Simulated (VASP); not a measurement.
# TiO2 (P4_2/mnm) in VASP: a series of runs

Runs on TiO2. Level: PBE. Tasks: single point, relaxation of cell and atoms.

Everything below comes from runs of VASP 6.6.1. Logs are shortened: lines on timing, memory, paths and dates and some standing lists are left out, and cuts for length are marked.

**1. The cell of the first run**

It takes space group P4_2/mnm (No. 136, tetragonal). Conventional cell: a = 4.643 Å, b = 4.643 Å, c = 2.964 Å, α = 90.00°, β = 90.00°, γ = 90.00°. Within 2.6 Å of Ti (site symmetry mmm) lie 6 O at 1.96 to 2.00 Å. O (site symmetry m2m) has 3 Ti at 1.96 to 2.00 Å and 1 O at 2.56 Å within 2.6 Å.

**2. Single point, PBE**

INCAR reads:

```
SYSTEM = TiO2
PREC = Accurate ; ENCUT = 520
EDIFF = 1E-6 ; ISMEAR = 0
SIGMA = 0.02 ; LREAL = .False.
LASPH = .True. ; NELM = 100
ALGO = Normal ; ISIF = 2
LWAVE = .False. ; LCHARG = .False.
GGA = PE ; NBANDS = 33
```

KPOINTS reads:

```
Automatic mesh
0
Gamma
  6 6 10
  0.5 0.5 0.5
```

POSCAR reads:

```
TiO2
1.0
    4.6433174325      0.0000000000      0.0000000000
    0.0000000000      4.6433174325      0.0000000000
    0.0000000000      0.0000000000      2.9638683199
Ti O
2 4
Direct
    0.5000000000      0.5000000000      0.0000000000
    0.0000000000      0.0000000000      0.5000000000
    0.6948714799      0.6948714799      0.5000000000
    0.8051285201      0.1948714799      0.0000000000
    0.1948714799      0.8051285201      0.0000000000
    0.3051285201      0.3051285201      0.5000000000
```

Potentials or basis: VASP PAW PBE potentials, release 64 (Ti_sv, O).

Launch:

```sh
$ cat potpaw_PBE.64/Ti_sv/POTCAR potpaw_PBE.64/O/POTCAR > POTCAR
$ mpirun -np 1 vasp_std > vasp.out
```

OUTCAR:

```text
SYSTEM = TiO2
   PREC = Accurate
   ENCUT = 520
   EDIFF = 1E-6
   ISMEAR = 0
   LREAL = .False.
   LASPH = .True.
   NELM = 100
   ISIF = 2
   GGA = PE

 ion  position               nearest neighbor table
   1  0.500  0.500  0.000-   3 1.96   6 1.96   3 1.96   6 1.96   5 2.00   4 2.00
   2  0.000  0.000  0.500-   4 1.96   5 1.96   4 1.96   5 1.96   3 2.00   6 2.00
   3  0.695  0.695  0.500-   1 1.96   1 1.96   2 2.00
   4  0.805  0.195  0.000-   2 1.96   2 1.96   1 2.00
   5  0.195  0.805  0.000-   2 1.96   2 1.96   1 2.00
   6  0.305  0.305  0.500-   1 1.96   1 1.96   2 2.00

  LATTYP: Found a simple tetragonal cell.
 ALAT       =     4.6433174325
 C/A-ratio  =     0.6383083567

  Lattice vectors:

 A1 = (   4.6433174325,   0.0000000000,   0.0000000000)
 A2 = (   0.0000000000,   4.6433174325,   0.0000000000)
 A3 = (   0.0000000000,   0.0000000000,   2.9638683199)

Analysis of symmetry for initial positions (statically):
=====================================================================
 Subroutine PRICEL returns:
 Original cell was already a primitive cell.

 Routine SETGRP: Setting up the symmetry group for a
 simple tetragonal supercell.

 Subroutine GETGRP returns: Found 16 space group operations
 (whereof  8 operations were pure point group operations)
 out of a pool of 16 trial point group operations.

The static configuration has the point symmetry D_2h.
 The point group associated with its full space group is D_4h.

Analysis of symmetry for dynamics (positions and initial velocities):
=====================================================================
 Subroutine PRICEL returns:
 Original cell was already a primitive cell.

 Routine SETGRP: Setting up the symmetry group for a
 simple tetragonal supercell.

 Subroutine GETGRP returns: Found 16 space group operations
 (whereof  8 operations were pure point group operations)
 out of a pool of 16 trial point group operations.

The dynamic configuration has the point symmetry D_2h.
 The point group associated with its full space group is D_4h.

 Subroutine INISYM returns: Found 16 space group operations
 (whereof  8 operations are pure point group operations),
 and found     1 'primitive' translations

----------------------------------------------------------------------------------------

                                     Primitive cell

  volume of cell :      63.9022

  direct lattice vectors                    reciprocal lattice vectors
     4.643317432  0.000000000  0.000000000     0.215363264  0.000000000  0.000000000
     0.000000000  4.643317432  0.000000000     0.000000000  0.215363264  0.000000000
     0.000000000  0.000000000  2.963868320     0.000000000  0.000000000  0.337396906

  length of vectors
     4.643317432  4.643317432  2.963868320     0.215363264  0.215363264  0.337396906

  position of ions in fractional coordinates (direct lattice)
     0.500000000  0.500000000  0.000000000
     0.000000000  0.000000000  0.500000000
     0.694871480  0.694871480  0.500000000
     0.805128520  0.194871480  0.000000000
     0.194871480  0.805128520  0.000000000
     0.305128520  0.305128520  0.500000000

  ion indices of the primitive-cell ions
   primitive index   ion index
                 1           1
                 2           2
                 3           3
                 4           4
                 5           5
                 6           6

----------------------------------------------------------------------------------------

 KPOINTS: Automatic mesh

Automatic generation of k-mesh.
 Grid dimensions read from file:
 generate k-points for:    6    6   10

 Generating k-lattice:

  Cartesian coordinates                     Fractional coordinates (reciprocal lattice)
     0.035893877  0.000000000  0.000000000     0.166666667  0.000000000  0.000000000
     0.000000000  0.035893877  0.000000000     0.000000000  0.166666667  0.000000000
     0.000000000  0.000000000  0.033739691     0.000000000  0.000000000  0.100000000

  Length of vectors
     0.035893877  0.035893877  0.033739691

  Shift w.r.t. Gamma in fractional coordinates (k-lattice)
     0.500000000  0.500000000  0.500000000

 Subroutine IBZKPT returns following result:
 ===========================================

 Found     30 irreducible k-points:

 Following reciprocal coordinates:
            Coordinates               Weight
  0.083333  0.083333  0.050000      8.000000
  0.250000  0.083333  0.050000     16.000000
  0.416667  0.083333  0.050000     16.000000
  0.250000  0.250000  0.050000      8.000000
  0.416667  0.250000  0.050000     16.000000
  0.416667  0.416667  0.050000      8.000000
[... 16 lines left out ...]
  0.416667  0.250000  0.350000     16.000000
  0.416667  0.416667  0.350000      8.000000
 [... further k-points ...]
   k-points           NKPTS =     30   k-points in BZ     NKDIM =     30   number of bands    NBANDS=     33
   number of dos      NEDOS =    301   number of ions     NIONS =      6
   total plane-waves  NPLWV =  31104
   dimension x,y,z NGX =    36 NGY =   36 NGZ =   24
   dimension x,y,z NGXF=    72 NGYF=   72 NGZF=   48
   ions per type =               2   4
   NGX,Y,Z   is equivalent  to a cutoff of  12.89, 12.89, 13.46 a.u.
   NGXF,Y,Z  is equivalent  to a cutoff of  25.78, 25.78, 26.92 a.u.
 SYSTEM =  TiO2
   PREC   = accura    normal or accurate (medium, high low for compatibility)
   ISTART =      0    job   : 0-new  1-cont  2-samecut
   ICHARG =      2    charge: 1-file 2-atom 10-const
   ISPIN  =      1    spin polarized calculation?
   LNONCOLLINEAR =      F non collinear calculations
   LSORBIT =      F    spin-orbit coupling
   LASPH  =      T    aspherical Exc in radial PAW
   ENCUT  =  520.0 eV  38.22 Ry    6.18 a.u.   8.63  8.63  5.51*2*pi/ulx,y,z
   NELM   =    100;   NELMIN=  2; NELMDL= -5     # of ELM steps
   EDIFF  = 0.1E-05   stopping-criterion for ELM
   LREAL  =      F    real-space projection
   EDIFFG = 0.1E-04   stopping-criterion for IOM
   NSW    =      0    number of steps for IOM
   IBRION =     -1    ionic relax: 0-MD 1-quasi-New 2-CG
   NFREE  =      0    steps in history (QN), initial steepest desc. (CG)
   ISIF   =      2    stress and relaxation
   ISYM   =      2    0-nonsym 1-usesym 2-fastsym
   POTIM  = 0.5000    time-step for ionic-motion
   TEBEG  =    0.0;   TEEND  =   0.0 temperature during run
   PSTRESS=    0.0 pullay stress
   NELECT =      48.0000    total number of electrons
   NUPDOWN=      -1.0000    fix difference up-down
   EMIN   =  10.00;   EMAX   =-10.00  energy-range for DOS
   EFERMI =   0.00;   METHOD = LEGACY
   ISMEAR =     0;   SIGMA  =   0.02  broadening in eV -4-tet -1-fermi 0-gaus
   EFERMI_NEDOS =   21; number of points for ismear=-14 and -15
   IALGO  =     38    algorithm
   IMIX   =      4    mixing-type and parameters
     AMIX     =   0.40;   BMIX     =  1.00
     AMIX_MAG =   1.60;   BMIX_MAG =  1.00
  volume/ion in A,a.u.               =      10.65        71.87
  Fermi-wavevector in a.u.,A,eV,Ry     =   1.488161  2.812217 30.131792  2.214624
  Thomas-Fermi vector in A             =   2.601231
   LORBIT       =      0    0 simple, 1 ext, 2 COOP (PROOUT), +10 PAW based schemes
   GGA     = PE    functional components
   LHFCALC =     F    Hartree Fock is set to
   AEXX    =    0.0000 exact exchange contribution
   IVDW    =     0    specifies the selected vdW correction
   LEPSILON=     F    determine dielectric tensor
   LRPA    =     F    only Hartree local field effects (RPA)
 non-spin polarized calculation
 Gauss-broadening in eV      SIGMA  =   0.02
  energy-cutoff  :      520.00
  volume of cell :       63.90
 maximum number of plane-waves:      1735
 NGX is ok and might be reduce to    36
   NGX = 17   NGY = 17   NGZ = 11

 number of electron      48.0000021 magnetization

 Free energy of the ion-electron system (eV)
  ---------------------------------------------------
  ext. energy  EPLUGINS =         0.00000000
  ---------------------------------------------------
  free energy    TOTEN  =       -53.67624696 eV

  energy without entropy =      -53.67624696  energy(sigma->0) =      -53.67624696

 E-fermi :   4.7574     XC(G=0): -11.2846

 val. band max:        4.5242809118   @ k =   0.0833   0.0833   0.0500
 cond. band min:       6.5004211271   @ k =   0.4167   0.0833   0.4500
 fundamental gap:      1.9761402153
 Fermi energy:         4.7573770351

 k-point     1 :       0.0833    0.0833    0.0500
  band No.  band energies     occupation
      1     -52.3811      2.00000
      2     -52.3674      2.00000
      3     -28.6674      2.00000
      4     -28.6581      2.00000
      5     -28.5286      2.00000
      6     -28.5186      2.00000
[... 25 lines left out ...]
     32      10.9171      0.00000
     33      11.0045      0.00000

 k-point     2 :       0.2500    0.0833    0.0500
  band No.  band energies     occupation
      1     -52.3792      2.00000
      2     -52.3692      2.00000
      3     -28.6606      2.00000
      4     -28.6366      2.00000
      5     -28.5521      2.00000
      6     -28.5270      2.00000
[... 25 lines left out ...]
     32      10.7339      0.00000
     33      10.9234      0.00000

 k-point     3 :       0.4167    0.0833    0.0500
  band No.  band energies     occupation
      1     -52.3761      2.00000
      2     -52.3724      2.00000
      3     -28.6402      2.00000
      4     -28.6221      2.00000
      5     -28.5680      2.00000
      6     -28.5493      2.00000
[... 25 lines left out ...]
     32      10.5983      0.00000
     33      10.7602      0.00000

 k-point     4 :       0.2500    0.2500    0.0500
  band No.  band energies     occupation
      1     -52.3779      2.00000
      2     -52.3706      2.00000
      3     -28.6720      2.00000
      4     -28.6224      2.00000
      5     -28.5677      2.00000
      6     -28.5158      2.00000
[... 673 lines left out ...]
     32      10.2556      0.00000
     33      10.4400      0.00000

 k-point    23 :       0.4167    0.2500    0.3500
  band No.  band energies     occupation
      1     -52.3450      2.00000
      2     -52.3438      2.00000
      3     -28.8123      2.00000
      4     -28.8079      2.00000
      5     -28.5719      2.00000
      6     -28.5578      2.00000
[... 25 lines left out ...]
     32       9.9286      0.00000
     33      10.8245      0.00000

 k-point    24 :       0.4167    0.4167    0.3500
  band No.  band energies     occupation
      1     -52.3446      2.00000
      2     -52.3442      2.00000
      3     -28.8071      2.00000
      4     -28.8049      2.00000
      5     -28.5790      2.00000
      6     -28.5732      2.00000
[... 25 lines left out ...]
     32      10.3602      0.00000
     33      10.4306      0.00000

 [... further k-points ...]

------------------------ aborting loop because EDIFF is reached ----------------------------------------

  FORCE on cell =-STRESS in cart. coord.  units (eV):
  Direction    XX          YY          ZZ          XY          YZ          ZX
  --------------------------------------------------------------------------------------
  -------------------------------------------------------------------------------------
  Total        0.2221306      0.2221306      0.3495855     -0.0000000      0.0000000      0.0000000
  in kB        5.5693343      5.5693343      8.7649270     -0.0000000      0.0000000      0.0000000
  external PRESSURE =       6.6345319 kB  Pullay stress =       0.0000000 kB

 VOLUME and BASIS-vectors are now :
 -----------------------------------------------------------------------------
  energy-cutoff  :      520.00
  volume of cell :       63.90
      direct lattice vectors                 reciprocal lattice vectors
     4.643317432  0.000000000  0.000000000     0.215363264  0.000000000  0.000000000
     0.000000000  4.643317432  0.000000000     0.000000000  0.215363264  0.000000000
     0.000000000  0.000000000  2.963868320     0.000000000  0.000000000  0.337396906

 POSITION                                       TOTAL-FORCE (eV/Angst)
 -----------------------------------------------------------------------------------
      2.32166      2.32166      0.00000        -0.000000     -0.000000      0.000000
      0.00000      0.00000      1.48193        -0.000000     -0.000000      0.000000
      3.22651      3.22651      1.48193         0.020197      0.020197     -0.000000
      3.73847      0.90485      0.00000        -0.020197      0.020197     -0.000000
      0.90485      3.73847      0.00000         0.020197     -0.020197      0.000000
      1.41681      1.41681      1.48193        -0.020197     -0.020197      0.000000
 -----------------------------------------------------------------------------------
    total drift:                                0.000000      0.000000      0.000000

  FREE ENERGIE OF THE ION-ELECTRON SYSTEM (eV)
  ---------------------------------------------------
  free  energy   TOTEN  =       -53.6762469598 eV

  energy  without entropy=      -53.6762469598  energy(sigma->0) =      -53.67624696
```

Wall time 2.1 min (1 thread of Intel Xeon 8259CL, shared host); peak memory 0.2 GiB.

What came out:

```
Free energy            : -53.6762 eV
Pressure               : 0.7 GPa
Largest force          : 0.029 eV/Å
Band gap on the k mesh : 1.98 eV (least direct gap 2.00 eV)
```

Forces in eV/Å, atoms in the order of the input:
```
Ti   0.000  0.000  0.000
Ti   0.000  0.000  0.000
O    0.020  0.020  0.000
O   -0.020  0.020  0.000
O    0.020 -0.020  0.000
O   -0.020 -0.020  0.000
```

Caveat: a shifted mesh leaves out Γ, where band edges can lie. A k mesh can miss the band edges.

**3. Relaxation of cell and atoms, PBE**

This run uses another cell than the first one, of 10.44 Å³/atom.

INCAR reads:

```
SYSTEM = TiO2
PREC = Accurate ; ENCUT = 600
EDIFF = 1E-6 ; ISMEAR = 0
SIGMA = 0.02 ; LREAL = .False.
LASPH = .True. ; NELM = 80
ALGO = Normal ; ISIF = 3
LWAVE = .False. ; LCHARG = .False.
GGA = PE ; IBRION = 2
NSW = 100 ; EDIFFG = -0.005
```

KPOINTS reads:

```
Automatic mesh
0
Gamma
  6 6 10
  0 0 0
```

POSCAR reads:

```
TiO2
1.0
    4.5998373200      0.0000000000      0.0000000000
    0.0000000000      4.5998373200      0.0000000000
    0.0000000000      0.0000000000      2.9592135600
Ti O
2 4
Direct
    0.5000000000      0.5000000000      0.0000000000
    0.0000000000      0.0000000000      0.5000000000
    0.6956786800      0.6956786800      0.5000000000
    0.8043213200      0.1956786800      0.0000000000
    0.1956786800      0.8043213200      0.0000000000
    0.3043213200      0.3043213200      0.5000000000
```

Potentials or basis: VASP PAW PBE potentials, release 64 (Ti_sv, O).

Launch:

```sh
$ cat potpaw_PBE.64/Ti_sv/POTCAR potpaw_PBE.64/O/POTCAR > POTCAR
$ mpirun -np 1 vasp_std > vasp.out
```

It took 10 min on 1 thread of Intel Xeon 8259CL, shared host; peak memory 0.27 GiB.

It converged, with:

| Property | Result |
| --- | --- |
| Free energy | -53.6813 eV |
| Relaxed volume | 10.67 Å³/atom |
| Relaxed cell | a = 4.645 Å, b = 4.645 Å, c = 2.967 Å, α = 90.00°, β = 90.00°, γ = 90.00° |
| Space group after relaxing (to 0.1 Å) | P4_2/mnm (No. 136) |
| Energy gained by relaxing | 3.4 meV/atom |
| Ionic steps | 5 |
| Pressure after relaxing | 0.0 GPa |
| Largest force after relaxing | 0.005 eV/Å |
| Band gap on the k mesh | 1.83 eV |

Forces in eV/Å, atoms in the order of the input:
```
Ti   0.000  0.000  0.000
Ti   0.000  0.000  0.000
O    0.004  0.004  0.000
O   -0.004  0.004  0.000
O    0.004 -0.004  0.000
O   -0.004 -0.004  0.000
```

The path:
| step | energy change (eV) | largest force (eV/Å) | pressure (GPa) | volume (Å³) |
| --- | --- | --- | --- | --- |
| 1 | 0.0000 | 0.0197 | 4.69 | 62.61 |
| 2 | 0.0068 | 0.1945 | -5.08 | 65.42 |
| 3 | -0.0183 | 0.0810 | -0.02 | 63.88 |
| 4 | -0.0201 | 0.0223 | 0.02 | 63.97 |
| 5 | -0.0203 | 0.0050 | 0.04 | 64.01 |

Final structure:
```
Ti O
1.0
     4.64479    0.00000    0.00000
     0.00000    4.64479    0.00000
     0.00000    0.00000    2.96689
Ti O
2 4
Cartesian
  2.3224 2.3224 0.0000
  0.0000 0.0000 1.4834
  3.2280 3.2280 1.4834
  3.7392 0.9056 0.0000
  0.9056 3.7392 0.0000
  1.4168 1.4168 1.4834
```

Levels at points of the mesh, in eV from the valence-band top:
| k point | band 22 | band 23 | band 24 | band 25 | band 26 | band 27 |
| --- | --- | --- | --- | --- | --- | --- |
| (0.00, 0.00, 0.00) | -0.43 | -0.43 | 0.00 | 1.83 | 2.11 | 2.38 |
| (0.50, 0.00, 0.00) | -1.56 | -0.71 | -0.71 | 2.47 | 2.47 | 2.94 |
| (0.50, 0.50, 0.00) | -1.25 | -1.04 | -1.04 | 1.86 | 1.86 | 2.47 |
| (0.00, 0.00, 0.50) | -2.23 | -1.40 | -1.40 | 2.87 | 2.87 | 3.13 |
| (0.50, 0.00, 0.50) | -1.98 | -0.99 | -0.99 | 1.87 | 1.87 | 3.15 |
| (0.50, 0.50, 0.50) | -1.21 | -0.67 | -0.67 | 2.52 | 2.52 | 3.14 |

A k mesh can miss the band edges.
